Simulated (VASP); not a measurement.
# SiO2: single point with PBE+D3(BJ)

SiO2, a sheet with vacuum:

```xyz
6
Lattice="3.3372 0.0000 0.0000 0.0000 3.3372 0.0000 0.0000 0.0000 29.9813" Properties=species:S:1:pos:R:3 pbc="T T T"
Si    0.0000    0.0000    7.4946
Si    1.6686    1.6686   10.5054
O     0.0000    1.6686    7.4739
O     1.6686    0.0000    7.4739
O     1.6686    0.0000   10.5261
O     0.0000    1.6686   10.5261
```

* Program: VASP 6.6.1
* Task: single point
* Functional: PBE
* Dispersion: D3(BJ)
* Potentials or basis: VASP PAW PBE potentials, release 64 (Si, O)
* Cutoff: 520 eV
* k mesh: 6 × 6 × 1
* Occupations: gaussian, width 0.1 eV
* Spin: collinear spin, ferromagnetic start
* Starting moments: [0.0, 0.0, 1.0, 1.0, 1.0, 1.0] μB
* Dipole correction: yes
* Further INCAR settings: ALGO = Normal; EDIFF = 1e-07; NBANDS = 29

```
Largest force                                         : 0.008 eV/Å
Band gap on the k mesh                                : zero (filled and empty bands overlap)
Net moment                                            : 0.00 μB per cell
Valence electrons inside the program's atomic spheres : Si 1.48; O 5.20
Dispersion energy per atom                            : -0.115 eV
```

Forces on the atoms (eV/Å):
```
Si   0.000  0.000  0.008
Si   0.000  0.000 -0.008
O    0.000  0.000 -0.004
O    0.000  0.000 -0.004
O    0.000  0.000  0.004
O    0.000  0.000  0.004
```

Levels at points of the mesh, in eV from the Fermi level:
Spin up:
```csv
k point,band 14,band 15,band 16,band 17,band 18,band 19
"(0.00, 0.00, 0.00)",-1.74,-1.73,-1.73,-0.06,0.88,3.19
"(0.50, 0.00, 0.00)",-3.32,-3.31,-3.31,3.18,3.18,3.62
"(0.50, 0.50, 0.00)",-3.67,-0.02,-0.02,0.86,0.86,4.94
```
Spin down:
```csv
k point,band 14,band 15,band 16,band 17,band 18,band 19
"(0.00, 0.00, 0.00)",-1.74,-1.73,-1.73,-0.06,0.88,3.19
"(0.50, 0.00, 0.00)",-3.32,-3.31,-3.31,3.18,3.18,3.62
"(0.50, 0.50, 0.00)",-3.67,-0.02,-0.02,0.86,0.86,4.94
```

Wall time 6.2 min on 1 thread of Intel(R) Xeon(R) Platinum 8488C (Sapphire Rapids), with other jobs on the host, peak memory 0.62 GiB.
